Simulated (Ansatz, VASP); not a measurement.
**C: VASP beside Ansatz**

```
C
1.0
     1.71541    0.00000    0.00000
    -0.85771    1.48559    0.00000
     0.00000    0.00000    8.24373
C
2
Direct
  0.33333 0.66667 0.25000
  0.66667 0.33333 0.75000
```

Alike in both runs: functional PBE; k mesh 30 × 30 × 16; occupations gaussian, width 0.1 eV; no spin polarisation.

Ansatz relaxed the structure, and its values are those at the end. VASP's run is a single point on that final structure, the one shown.

```csv
,VASP,Ansatz
version,VASP 6.6.1,Ansatz 0.2.0
potentials or method,"VASP PAW PBE potentials, release 64 (C), cutoff 520 eV","scalar-relativistic, plane waves, PAW"
valence electrons in the cell,8,8
```

```csv
,VASP,Ansatz,Ansatz less VASP
gap on the k mesh at the Fermi level (eV),none,none,-
pressure (GPa),-0.1,0.0,+0.11
```

A gap of «none» marks a metal or a gap that the smearing closes. With one functional, cell and mesh, what is left measures potentials, basis and numerics.
